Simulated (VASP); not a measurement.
# NaI (Fm-3m) in VASP: a series of runs, part 2 of 2

VASP 6.6.1. The steps go on from the part before.

### Step 4. Single point, PBE-based screened hybrid with 30 % exact exchange

POSCAR reads:

```
NaI
1.0
    0.0000000000      3.2296282834      3.2296282834
    3.2296282834      0.0000000000      3.2296282834
    3.2296282834      3.2296282834      0.0000000000
Na I
1 1
Direct
    0.0000000000      0.0000000000      0.0000000000
    0.5000000000      0.5000000000      0.5000000000
```

INCAR.step1 reads:

```
SYSTEM = NaI
PREC = Accurate
ENCUT = 520
EDIFF = 1E-5
ISMEAR = 0
SIGMA = 0.01
LREAL = .False.
LASPH = .True.
NELM = 100
ALGO = Normal
ISIF = 2
LWAVE = .True.
LCHARG = .False.
NBANDS = 14
GGA = PE
```

INCAR.step2 reads:

```
SYSTEM = NaI
PREC = Accurate
ENCUT = 520
EDIFF = 1E-6
ISMEAR = 0
SIGMA = 0.01
LREAL = .False.
LASPH = .True.
NELM = 100
ALGO = Normal
ISIF = 2
LWAVE = .False.
LCHARG = .False.
GGA = PE
LHFCALC = .True.
AEXX = 0.3
HFSCREEN = 0.5
PRECFOCK = Normal
NBANDS = 14
ISTART = 1
```

KPOINTS reads:

```
regular mesh
0
Gamma
  4 4 4
  0 0 0
```

Potentials or basis: VASP PAW PBE potentials, release 64 (Na_pv, I).

Started as:

```
cat potpaw_PBE.64/Na_pv/POTCAR potpaw_PBE.64/I/POTCAR > POTCAR
cp INCAR.step1 INCAR
mpirun -np 1 vasp_std > vasp.out
cp INCAR.step2 INCAR
mpirun -np 1 vasp_std > vasp.out
```

OUTCAR:

```text
SYSTEM = NaI
   PREC = Accurate
   ENCUT = 520
   EDIFF = 1E-6
   ISMEAR = 0
   LREAL = .False.
   LASPH = .True.
   NELM = 100
   ISIF = 2
   GGA = PE
   LHFCALC = .True.
   AEXX = 0.3
   HFSCREEN = 0.5
   PRECFOCK = Normal
   ISTART = 1

 ion  position               nearest neighbor table
   1  0.000  0.000  0.000-
   2  0.500  0.500  0.500-

  LATTYP: Found a face centered cubic cell.
 ALAT       =     6.4592565668

  Lattice vectors:

 A1 = (   0.0000000000,   3.2296282834,   3.2296282834)
 A2 = (   3.2296282834,   0.0000000000,   3.2296282834)
 A3 = (   3.2296282834,   3.2296282834,   0.0000000000)

Analysis of symmetry for initial positions (statically):
=====================================================================
 Subroutine PRICEL returns:
 Original cell was already a primitive cell.

 Routine SETGRP: Setting up the symmetry group for a
 face centered cubic supercell.

 Subroutine GETGRP returns: Found 48 space group operations
 (whereof 48 operations were pure point group operations)
 out of a pool of 48 trial point group operations.

The static configuration has the point symmetry O_h .

Analysis of symmetry for dynamics (positions and initial velocities):
=====================================================================
 Subroutine PRICEL returns:
 Original cell was already a primitive cell.

 Routine SETGRP: Setting up the symmetry group for a
 face centered cubic supercell.

 Subroutine GETGRP returns: Found 48 space group operations
 (whereof 48 operations were pure point group operations)
 out of a pool of 48 trial point group operations.

The dynamic configuration has the point symmetry O_h .

 Subroutine INISYM returns: Found 48 space group operations
 (whereof 48 operations are pure point group operations),
 and found     1 'primitive' translations

----------------------------------------------------------------------------------------

                                     Primitive cell

  volume of cell :      67.3733

  direct lattice vectors                    reciprocal lattice vectors
     0.000000000  3.229628283  3.229628283    -0.154816578  0.154816578  0.154816578
     3.229628283  0.000000000  3.229628283     0.154816578 -0.154816578  0.154816578
     3.229628283  3.229628283  0.000000000     0.154816578  0.154816578 -0.154816578

  length of vectors
     4.567384120  4.567384120  4.567384120     0.268150179  0.268150179  0.268150179

  position of ions in fractional coordinates (direct lattice)
     0.000000000  0.000000000  0.000000000
     0.500000000  0.500000000  0.500000000

  ion indices of the primitive-cell ions
   primitive index   ion index
                 1           1
                 2           2

----------------------------------------------------------------------------------------

 KPOINTS: regular mesh

Automatic generation of k-mesh.
 Grid dimensions read from file:
 generate k-points for:    4    4    4

 Generating k-lattice:

  Cartesian coordinates                     Fractional coordinates (reciprocal lattice)
    -0.038704145  0.038704145  0.038704145     0.250000000  0.000000000  0.000000000
[... 32 lines left out ...]
 SYSTEM =  NaI
   PREC   = accura    normal or accurate (medium, high low for compatibility)
   ISTART =      1    job   : 0-new  1-cont  2-samecut
   ICHARG =      0    charge: 1-file 2-atom 10-const
   ISPIN  =      1    spin polarized calculation?
   LNONCOLLINEAR =      F non collinear calculations
   LSORBIT =      F    spin-orbit coupling
   LASPH  =      T    aspherical Exc in radial PAW
   ENCUT  =  520.0 eV  38.22 Ry    6.18 a.u.   8.49  8.49  8.49*2*pi/ulx,y,z
   NELM   =    100;   NELMIN=  2; NELMDL=  0     # of ELM steps
   EDIFF  = 0.1E-05   stopping-criterion for ELM
   LREAL  =      F    real-space projection
   EDIFFG = 0.1E-04   stopping-criterion for IOM
   NSW    =      0    number of steps for IOM
   IBRION =     -1    ionic relax: 0-MD 1-quasi-New 2-CG
   NFREE  =      0    steps in history (QN), initial steepest desc. (CG)
   ISIF   =      2    stress and relaxation
   ISYM   =      3    0-nonsym 1-usesym 2-fastsym
   POTIM  = 0.5000    time-step for ionic-motion
   TEBEG  =    0.0;   TEEND  =   0.0 temperature during run
   PSTRESS=    0.0 pullay stress
   NELECT =      14.0000    total number of electrons
   NUPDOWN=      -1.0000    fix difference up-down
   EMIN   =  10.00;   EMAX   =-10.00  energy-range for DOS
   EFERMI =   0.00;   METHOD = LEGACY
   ISMEAR =     0;   SIGMA  =   0.01  broadening in eV -4-tet -1-fermi 0-gaus
   EFERMI_NEDOS =   21; number of points for ismear=-14 and -15
   IALGO  =     38    algorithm
   IMIX   =      1    mixing-type and parameters
     AMIX     =   0.40;   BMIX     =  1.00
     AMIX_MAG =   1.60;   BMIX_MAG =  1.00
  volume/ion in A,a.u.               =      33.69       227.33
  Fermi-wavevector in a.u.,A,eV,Ry     =   0.969665  1.832401 12.792876  0.940250
  Thomas-Fermi vector in A             =   2.099736
   LORBIT       =      0    0 simple, 1 ext, 2 COOP (PROOUT), +10 PAW based schemes
   GGA     = PE    functional components
   LHFCALC =     T    Hartree Fock is set to
   PRECFOCK=normal    Normal, Fast or Accurate (Low or Medium for compatibility)
   ENCUT4O =  -1.0   cutoff for four orbital integrals eV
   NKREDX  =     1    reduce k-point grid by
   NKREDY  =     1    reduce k-point grid by
   NKREDZ  =     1    reduce k-point grid by
   AEXX    =    0.3000 exact exchange contribution
   HFSCREEN=    0.5000 screening length (either q_TF or 0.3 A-1)
   HFSCREENC=   0.5000 screening length for correlation (either q_TF or 0.3 A-1)
   ENCUTFOCK=  -1.0 apply spherical cutoff to Coloumb kernel
   IVDW    =     0    specifies the selected vdW correction
   LEPSILON=     F    determine dielectric tensor
   LRPA    =     F    only Hartree local field effects (RPA)
 non-spin polarized calculation
 Gauss-broadening in eV      SIGMA  =   0.01
  energy-cutoff  :      520.00
  volume of cell :       67.37
 maximum number of plane-waves:      1837
 NGX is ok and might be reduce to    36
  NGX = 28; NGY = 28; NGZ = 28

 number of electron      13.9999994 magnetization

 Free energy of the ion-electron system (eV)
  ---------------------------------------------------
  ext. energy  EPLUGINS =         0.00000000
  ---------------------------------------------------
  free energy    TOTEN  =        -5.92269854 eV

  energy without entropy =       -5.92269854  energy(sigma->0) =       -5.92269854

 E-fermi :   0.4431     XC(G=0):  -6.6763

 val. band max:        0.3987819785   @ k =   0.0000   0.0000   0.0000
 cond. band min:       4.6517225201   @ k =   0.0000   0.0000   0.0000
 fundamental gap:      4.2529405416
 Fermi energy:         0.4431360370

 k-point     1 :       0.0000    0.0000    0.0000
  band No.  band energies     occupation
      1     -24.5584      2.00000
      2     -24.5584      2.00000
      3     -24.5584      2.00000
      4     -11.4404      2.00000
      5       0.3988      2.00000
      6       0.3988      2.00000
      7       0.3988      2.00000
      8       4.6517      0.00000
      9       8.9314      0.00000
     10       8.9314      0.00000
     11       8.9314      0.00000
     12      10.8430      0.00000
     13      10.8430      0.00000
     14      11.4730      0.00000
[... 105 lines left out ...]
      1     -24.5609      2.00000
      2     -24.5609      2.00000
      3     -24.5600      2.00000
      4     -11.0047      2.00000
      5      -1.0636      2.00000
      6      -1.0636      2.00000
      7      -0.5583      2.00000
      8       6.8538      0.00000
      9       8.4780      0.00000
     10       8.4780      0.00000
     11       8.9818      0.00000
     12      13.2031      0.00000
     13      13.2031      0.00000
     14      13.9425      0.00000

------------------------ aborting loop because EDIFF is reached ----------------------------------------

  FORCE on cell =-STRESS in cart. coord.  units (eV):
  Direction    XX          YY          ZZ          XY          YZ          ZX
  --------------------------------------------------------------------------------------
  -------------------------------------------------------------------------------------
  Total        0.1418675      0.1418675      0.1418675     -0.0000000      0.0000000      0.0000000
  in kB        3.3736957      3.3736957      3.3736957     -0.0000000      0.0000000      0.0000000
  external PRESSURE =       3.3736957 kB  Pullay stress =       0.0000000 kB

 VOLUME and BASIS-vectors are now :
 -----------------------------------------------------------------------------
  energy-cutoff  :      520.00
  volume of cell :       67.37
      direct lattice vectors                 reciprocal lattice vectors
     0.000000000  3.229628283  3.229628283    -0.154816578  0.154816578  0.154816578
     3.229628283  0.000000000  3.229628283     0.154816578 -0.154816578  0.154816578
     3.229628283  3.229628283  0.000000000     0.154816578  0.154816578 -0.154816578

 POSITION                                       TOTAL-FORCE (eV/Angst)
 -----------------------------------------------------------------------------------
      0.00000      0.00000      0.00000         0.000000      0.000000      0.000000
      3.22963      3.22963      3.22963        -0.000000     -0.000000     -0.000000
 -----------------------------------------------------------------------------------
    total drift:                               -0.000003     -0.000003     -0.000003

  FREE ENERGIE OF THE ION-ELECTRON SYSTEM (eV)
  ---------------------------------------------------
  free  energy   TOTEN  =        -5.9226985426 eV

  energy  without entropy=       -5.9226985426  energy(sigma->0) =       -5.92269854
```

It took 14 min on 1 thread of Intel Xeon 8259CL, shared host; peak memory 0.32 GiB.

What came out:

```yaml
Free_energy: -5.9227 eV
Pressure: 0.3 GPa
Band_gap_on_the_k_mesh: 4.25 eV
```

Caveat: the k points lie up to 0.42 Å⁻¹ apart; the PAW data sets were made with another functional, which shifts forces and pressure a little; spin-orbit coupling is left out, which moves the levels of the heavy elements.

### Step 5. Overview

| level | k mesh | share of exact exchange | screening parameter | gap on the mesh (eV) | pressure (GPa) |
| --- | --- | --- | --- | --- | --- |
| HSE06 | 2 × 2 × 2 | 0.25 | 0.2079 1/Å | 4.74 | 2.2 |
| PBE-based screened hybrid with 100 % exact exchange | 4 × 4 × 4 | 1 | 0.2078 1/Å | 7.98 | -0.6 |
| PBE-based screened hybrid with 30 % exact exchange | 4 × 4 × 4 | 0.3 | 0.5 1/Å | 4.25 | 0.3 |

Alike in all rows: task single point; potentials or basis VASP PAW PBE potentials, release 64 (Na_pv, I); no spin polarisation; cell as given; cutoff (eV) 520; smearing gaussian 0.01 eV.

Caveats: all runs use coarse meshes; the PAW data sets were made with another functional, which shifts forces and pressure a little; spin-orbit coupling is left out, which moves the levels of the heavy elements.

Total energies depend on the potentials used, so only differences within one code and one set of settings carry meaning.
